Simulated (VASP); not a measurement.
# C (Cmme) in VASP: single point with PBEsol

Aim: the single point of C with PBEsol.

Everything below comes from runs of VASP 6.6.1. Logs are shortened: lines on timing, memory, paths and dates and some standing lists are left out, and cuts for length are marked.

### Step 1. The cell of the first run

The typed cell holds 4 atoms: a = 2.459 Å, b = 2.459 Å, c = 7.374 Å, α = 90.00°, β = 90.00°, γ = 119.99°.

### Step 2. Single point, PBEsol

Input file INCAR:

```
ALGO = Normal
EDIFF = 1E-6
ENCUT = 600
GGA = PS
GGA_COMPAT = F
ISIF = 2
ISMEAR = 0
LASPH = T
LCHARG = F
LREAL = F
LWAVE = F
NBANDS = 16
NELM = 120
PREC = Accurate
SIGMA = 0.1
```

Input file KPOINTS:

```
k-points
0
Gamma
  21 21 6
```

Input file POSCAR:

```
C
1.0
    1.2294723647     -2.1290725371      0.0000000000
    1.2294723647      2.1290725371      0.0000000000
    0.0000000000      0.0000000000      7.3735327415
C
4
Direct
    0.5833218208      0.4166781792      0.7500600732
    0.0833218208      0.9166781792      0.2499399268
    0.4166781792      0.5833218208      0.2499399268
    0.9166781792      0.0833218208      0.7500600732
```

Potentials or basis: VASP PAW PBE potentials, release 64 (C).

Command:

```
> cat potpaw_PBE.64/C/POTCAR > POTCAR
> mpirun -np 1 vasp_std > vasp.out
```

OUTCAR:

```text
EDIFF = 1E-6
   ENCUT = 600
   GGA = PS
   ISIF = 2
   ISMEAR = 0
   LASPH = T
   LREAL = F
   NELM = 120
   PREC = Accurate

 ion  position               nearest neighbor table
   1  0.583  0.417  0.750-   4 1.42   4 1.42   4 1.42
   2  0.083  0.917  0.250-   3 1.42   3 1.42   3 1.42
   3  0.417  0.583  0.250-   2 1.42   2 1.42   2 1.42
   4  0.917  0.083  0.750-   1 1.42   1 1.42   1 1.42

  LATTYP: Found a base centered orthorhombic cell.
 ALAT       =     2.4589447294
 B/A-ratio  =     1.7316961310
 C/A-ratio  =     2.9986573725

  Lattice vectors:

 A1 = (   1.2294723647,  -2.1290725371,   0.0000000000)
 A2 = (   1.2294723647,   2.1290725371,   0.0000000000)
 A3 = (   0.0000000000,   0.0000000000,   7.3735327415)

Analysis of symmetry for initial positions (statically):
=====================================================================
 Subroutine PRICEL returns:
 Original cell was already a primitive cell.

 Routine SETGRP: Setting up the symmetry group for a
 base centered orthorhombic supercell.

 Subroutine GETGRP returns: Found  8 space group operations
 (whereof  4 operations were pure point group operations)
 out of a pool of  8 trial point group operations.

The static configuration has the point symmetry C_2h.
 The point group associated with its full space group is D_2h.

Analysis of symmetry for dynamics (positions and initial velocities):
=====================================================================
 Subroutine PRICEL returns:
 Original cell was already a primitive cell.

 Routine SETGRP: Setting up the symmetry group for a
 base centered orthorhombic supercell.

 Subroutine GETGRP returns: Found  8 space group operations
 (whereof  4 operations were pure point group operations)
 out of a pool of  8 trial point group operations.

The dynamic configuration has the point symmetry C_2h.
 The point group associated with its full space group is D_2h.

 Subroutine INISYM returns: Found  8 space group operations
 (whereof  4 operations are pure point group operations),
 and found     1 'primitive' translations

----------------------------------------------------------------------------------------

                                     Primitive cell

  volume of cell :      38.6024

  direct lattice vectors                    reciprocal lattice vectors
     1.229472365 -2.129072537  0.000000000     0.406678519 -0.234844042  0.000000000
     1.229472365  2.129072537  0.000000000     0.406678519  0.234844042  0.000000000
     0.000000000  0.000000000  7.373532742     0.000000000  0.000000000  0.135620202

  length of vectors
     2.458567096  2.458567096  7.373532742     0.469615951  0.469615951  0.135620202

  position of ions in fractional coordinates (direct lattice)
     0.583321821  0.416678179  0.750060073
     0.083321821  0.916678179  0.249939927
     0.416678179  0.583321821  0.249939927
     0.916678179  0.083321821  0.750060073

  ion indices of the primitive-cell ions
   primitive index   ion index
                 1           1
                 2           2
                 3           3
                 4           4

----------------------------------------------------------------------------------------

 KPOINTS: k-points

Automatic generation of k-mesh.
 Grid dimensions read from file:
 generate k-points for:   21   21    6

 Generating k-lattice:

  Cartesian coordinates                     Fractional coordinates (reciprocal lattice)
     0.019365644 -0.011183050  0.000000000     0.047619048  0.000000000  0.000000000
     0.019365644  0.011183050  0.000000000     0.000000000  0.047619048  0.000000000
     0.000000000  0.000000000  0.022603367     0.000000000  0.000000000  0.166666667

  Length of vectors
     0.022362664  0.022362664  0.022603367

  Shift w.r.t. Gamma in fractional coordinates (k-lattice)
     0.000000000  0.000000000  0.000000000

 Subroutine IBZKPT returns following result:
 ===========================================

 Found    484 irreducible k-points:

 Following reciprocal coordinates:
            Coordinates               Weight
  0.000000  0.000000  0.000000      1.000000
  0.047619  0.000000  0.000000      4.000000
  0.095238 -0.000000  0.000000      4.000000
  0.142857 -0.000000  0.000000      4.000000
  0.190476 -0.000000  0.000000      4.000000
  0.238095 -0.000000  0.000000      4.000000
[... 16 lines left out ...]
 -0.428571  0.047619  0.000000      4.000000
 -0.380952  0.047619  0.000000      4.000000
 [... further k-points ...]
   k-points           NKPTS =    484   k-points in BZ     NKDIM =    484   number of bands    NBANDS=     16
   number of dos      NEDOS =    301   number of ions     NIONS =      4
   total plane-waves  NPLWV =  24000
   dimension x,y,z NGX =    20 NGY =   20 NGZ =   60
   dimension x,y,z NGXF=    40 NGYF=   40 NGZF=  120
   ions per type =               4
   NGX,Y,Z   is equivalent  to a cutoff of  13.52, 13.52, 13.53 a.u.
   NGXF,Y,Z  is equivalent  to a cutoff of  27.05, 27.05, 27.06 a.u.
 SYSTEM =  unknown system
   PREC   = accura    normal or accurate (medium, high low for compatibility)
   ISTART =      0    job   : 0-new  1-cont  2-samecut
   ICHARG =      2    charge: 1-file 2-atom 10-const
   ISPIN  =      1    spin polarized calculation?
   LNONCOLLINEAR =      F non collinear calculations
   LSORBIT =      F    spin-orbit coupling
   LASPH  =      T    aspherical Exc in radial PAW
   ENCUT  =  600.0 eV  44.10 Ry    6.64 a.u.   4.91  4.91 14.73*2*pi/ulx,y,z
   NELM   =    120;   NELMIN=  2; NELMDL= -5     # of ELM steps
   EDIFF  = 0.1E-05   stopping-criterion for ELM
   LREAL  =      F    real-space projection
[... 7 lines left out ...]
   TEBEG  =    0.0;   TEEND  =   0.0 temperature during run
   PSTRESS=    0.0 pullay stress
   NELECT =      16.0000    total number of electrons
   NUPDOWN=      -1.0000    fix difference up-down
   EMIN   =  10.00;   EMAX   =-10.00  energy-range for DOS
   EFERMI =   0.00;   METHOD = LEGACY
   ISMEAR =     0;   SIGMA  =   0.10  broadening in eV -4-tet -1-fermi 0-gaus
   EFERMI_NEDOS =   21; number of points for ismear=-14 and -15
   IALGO  =     38    algorithm
   IMIX   =      4    mixing-type and parameters
     AMIX     =   0.40;   BMIX     =  1.00
     AMIX_MAG =   1.60;   BMIX_MAG =  1.00
  volume/ion in A,a.u.               =       9.65        65.13
  Fermi-wavevector in a.u.,A,eV,Ry     =   1.220609  2.306616 20.271132  1.489886
  Thomas-Fermi vector in A             =   2.355820
   LORBIT       =      0    0 simple, 1 ext, 2 COOP (PROOUT), +10 PAW based schemes
   GGA     = PS    functional components
   LHFCALC =     F    Hartree Fock is set to
   AEXX    =    0.0000 exact exchange contribution
   IVDW    =     0    specifies the selected vdW correction
   LEPSILON=     F    determine dielectric tensor
   LRPA    =     F    only Hartree local field effects (RPA)
 non-spin polarized calculation
 Gauss-broadening in eV      SIGMA  =   0.10
  energy-cutoff  :      600.00
  volume of cell :       38.60
 maximum number of plane-waves:      1326
   NGX =  9   NGY =  9   NGZ = 29

 number of electron      15.9999999 magnetization

 Free energy of the ion-electron system (eV)
  ---------------------------------------------------
  ext. energy  EPLUGINS =         0.00000000
  ---------------------------------------------------
  free energy    TOTEN  =       -38.58708853 eV

  energy without entropy =      -38.58673113  energy(sigma->0) =      -38.58690983

 E-fermi :   3.8577     XC(G=0):  -9.8921

 val. band max:        3.7940985547   @ k =   0.3333   0.3333   0.3333
 cond. band min:       3.8581409718   @ k =   0.3333   0.3333   0.5000
 fundamental gap:      0.0640424171
 Fermi energy:         3.8576619710

 k-point     1 :       0.0000    0.0000    0.0000
  band No.  band energies     occupation
      1     -15.7532      2.00000
      2     -15.6106      2.00000
      3      -4.4212      2.00000
      4      -3.2108      2.00000
      5       0.8618      2.00000
      6       0.8696      2.00000
[... 8 lines left out ...]
     15      15.3940      0.00000
     16      15.4585      0.00000

 k-point     2 :       0.0476    0.0000    0.0000
  band No.  band energies     occupation
      1     -15.6991      2.00000
      2     -15.5570      2.00000
      3      -4.3553      2.00000
      4      -3.1477      2.00000
      5       0.6430      2.00000
      6       0.6538      2.00000
[... 8 lines left out ...]
     15      15.1962      0.00000
     16      15.2750      0.00000

 k-point     3 :       0.0952   -0.0000    0.0000
  band No.  band energies     occupation
      1     -15.5367      2.00000
      2     -15.3962      2.00000
      3      -4.1580      2.00000
      4      -2.9591      2.00000
      5       0.0210      2.00000
      6       0.0367      2.00000
[... 8 lines left out ...]
     15      14.6259      0.00000
     16      14.7477      0.00000

 k-point     4 :       0.1429   -0.0000    0.0000
  band No.  band energies     occupation
      1     -15.2668      2.00000
      2     -15.1290      2.00000
      3      -3.8306      2.00000
      4      -2.6468      2.00000
      5      -0.9021      2.00000
      6      -0.8793      2.00000
[... 8 lines left out ...]
     15      14.1581      0.00000
     16      14.1582      0.00000
[... 324 lines left out ...]
 k-point    22 :      -0.4762    0.0476    0.0000
  band No.  band energies     occupation
      1     -11.0196      2.00000
      2     -10.9279      2.00000
      3      -8.7041      2.00000
      4      -8.6304      2.00000
      5      -2.6848      2.00000
      6      -2.6725      2.00000
[... 8 lines left out ...]
     15      16.6392      0.00000
     16      18.2744      0.00000

 k-point    23 :      -0.4286    0.0476    0.0000
  band No.  band energies     occupation
      1     -11.9032      2.00000
      2     -11.7979      2.00000
      3      -7.5902      2.00000
      4      -7.5198      2.00000
      5      -2.5239      2.00000
      6      -2.5118      2.00000
[... 8 lines left out ...]
     15      17.3243      0.00000
     16      19.0503      0.00000

 k-point    24 :      -0.3810    0.0476    0.0000
  band No.  band energies     occupation
      1     -12.7235      2.00000
      2     -12.6099      2.00000
      3      -6.3867      2.00000
      4      -6.3245      2.00000
      5      -2.2603      2.00000
      6      -2.2487      2.00000
[... 8 lines left out ...]
     15      18.3141      0.00000
     16      19.8834      0.00000

 [... further k-points ...]

------------------------ aborting loop because EDIFF is reached ----------------------------------------

  FORCE on cell =-STRESS in cart. coord.  units (eV):
  Direction    XX          YY          ZZ          XY          YZ          ZX
  --------------------------------------------------------------------------------------
  -------------------------------------------------------------------------------------
  Total        0.1378337      0.1378540     -0.0662876      0.0000000     -0.0000000      0.0000000
  in kB        5.7207241      5.7215689     -2.7512386      0.0000000     -0.0000000      0.0000000
  external PRESSURE =       2.8970181 kB  Pullay stress =       0.0000000 kB

 VOLUME and BASIS-vectors are now :
 -----------------------------------------------------------------------------
  energy-cutoff  :      600.00
  volume of cell :       38.60
      direct lattice vectors                 reciprocal lattice vectors
     1.229472365 -2.129072537  0.000000000     0.406678519 -0.234844042  0.000000000
     1.229472365  2.129072537  0.000000000     0.406678519  0.234844042  0.000000000
     0.000000000  0.000000000  7.373532742     0.000000000  0.000000000  0.135620202

 POSITION                                       TOTAL-FORCE (eV/Angst)
 -----------------------------------------------------------------------------------
      1.22947     -0.35480      5.53059         0.000000     -0.000054     -0.000052
      1.22947      1.77428      1.84294         0.000000     -0.000054      0.000052
      1.22947      0.35480      1.84294         0.000000      0.000054      0.000052
      1.22947     -1.77428      5.53059         0.000000      0.000054     -0.000052
 -----------------------------------------------------------------------------------
    total drift:                                0.000000     -0.000000      0.000000

  FREE ENERGIE OF THE ION-ELECTRON SYSTEM (eV)
  ---------------------------------------------------
  free  energy   TOTEN  =       -38.5870885330 eV

  energy  without entropy=      -38.5867311320  energy(sigma->0) =      -38.58690983
```

It took 7.9 min on 1 thread of Intel Xeon 8259CL, shared host; peak memory 0.36 GiB.

What came out:

```yaml
Free_energy: -38.5871 eV
Pressure: 0.3 GPa
Band_gap_on_the_k_mesh: zero (filled and empty bands touch)
```

Levels at points of the mesh, in eV from the Fermi level:
| k point | band 6 | band 7 | band 8 | band 9 | band 10 | band 11 |
| --- | --- | --- | --- | --- | --- | --- |
| (0.00, 0.00, 0.00) | -2.99 | -2.98 | -2.98 | 3.44 | 8.33 | 8.35 |
| (0.00, 0.00, 0.50) | -2.99 | -2.99 | -2.99 | 5.43 | 5.43 | 8.36 |

Caveat: this functional lacks dispersion, which binds layers or chains, so the pressure and a relaxed spacing across them are unreliable; the PAW data sets were made with another functional, which shifts forces and pressure a little.

The gap in the log of VASP goes by the Fermi energy; the results here count the filled bands.